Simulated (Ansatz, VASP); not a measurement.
## NiSb: VASP beside Ansatz

INCAR

```
PREC     = Accurate       # precision mode
ENCUT    = 520            # plane-wave cutoff, eV
EDIFF    = 1E-6           # SCF threshold, eV
ISMEAR   = 0              # smearing method
SIGMA    = 0.1            # smearing width, eV
LREAL    = False          # projectors in reciprocal space
LASPH    = True           # aspherical terms in the spheres
NELM     = 60             # most SCF steps
ALGO     = Normal         # electronic algorithm
ISIF     = 2              # what is computed and relaxed
LWAVE    = False          # write WAVECAR
LCHARG   = False          # write CHGCAR
NBANDS   = 23             # bands
```

File KPOINTS:

```
Automatic mesh
0
Gamma
  12 12 8
```

The input POSCAR:

```
NiSb
1.0
    3.9756617256      0.0000000000      0.0000000000
   -1.9878308628      3.4430240513      0.0000000000
    0.0000000000      0.0000000000      5.1568489388
Ni Sb
2 2
Direct
    0.0000000000      0.0000000000      0.0000000000
    0.0000000000      0.0000000000      0.5000000000
    0.3333333333      0.6666666667      0.2500000000
    0.6666666667      0.3333333333      0.7500000000
```

Input for Ansatz:

```yaml
crystal:
  lattice:
    - [3.9756617256, 0.0, 0.0]
    - [-1.9878308628, 3.4430240513, 0.0]
    - [0.0, 0.0, 5.1568489388]
  atoms:
    - { symbol: Ni, position: [0.0, 0.0, 0.0] }
    - { symbol: Ni, position: [0.0, 0.0, 0.5] }
    - { symbol: Sb, position: [0.3333333333, 0.6666666667, 0.25] }
    - { symbol: Sb, position: [0.6666666667, 0.3333333333, 0.75] }
basis:
  ecutwfc: 420
kpoints:
  mp_grid: { grid: [12, 12, 8] }
  band_path:
    path:
      - [[0.0, 0.0, 0.0], [0.5, 0.0, 0.0], [0.33333333, 0.33333333, 0.0], [0.0, 0.0, 0.0], [0.0, 0.0, 0.5], [0.5, 0.0, 0.5], [0.33333333, 0.33333333, 0.5], [0.0, 0.0, 0.5]]
      - [[0.5, 0.0, 0.5], [0.5, 0.0, 0.0]]
      - [[0.33333333, 0.33333333, 0.5], [0.33333333, 0.33333333, 0.0]]
    npoints: 14
hamiltonian:
  xc: lda
scf:
  occupations: { method: gaussian, width: 0.1 }
  n_extra_bands: 10
output:
  forces: true
  stress: true
  eigenvalues: true
  populations: true
  dos: { projected: true, de: 0.02, nscf_kmesh: { grid: [18, 18, 12] } }
  bader: true
  write_density: true
  write_potential: true
  elf: true
  volumetric_format: npy
```

Alike in both runs: task single point; functional LDA; k mesh 12 × 12 × 8; occupations gaussian, width 0.1 eV; no spin polarisation.

|  | VASP | Ansatz |
| --- | --- | --- |
| version | VASP 6.6.1 | Ansatz 0.2.0 |
| potentials or method | VASP PAW LDA potentials, release 64 (Ni, Sb), cutoff 520 eV | scalar-relativistic, plane waves, PAW |
| valence electrons in the cell | 30 | 66 |

VASP gave:

```
gap on the k mesh at the Fermi level (eV)                     : none
pressure (GPa)                                                : -8.5
traceless stress, the component that is largest in VASP (GPa) : 0.04
```

Problem. What did Ansatz give for the same quantities?

Solution. gap on the k mesh at the Fermi level (eV): none; pressure (GPa): -8.7; traceless stress, the component that is largest in VASP (GPa): -0.06.

LDA's correlation is that of Perdew and Zunger in VASP and of Perdew and Wang (1992) in Ansatz. A gap of «none» marks a metal or a gap that the smearing closes. VASP's potentials hold 30 valence electrons a cell and Ansatz's 66, so a difference there can come from the potentials and not from the codes.

Neither program's run includes spin-orbit coupling.
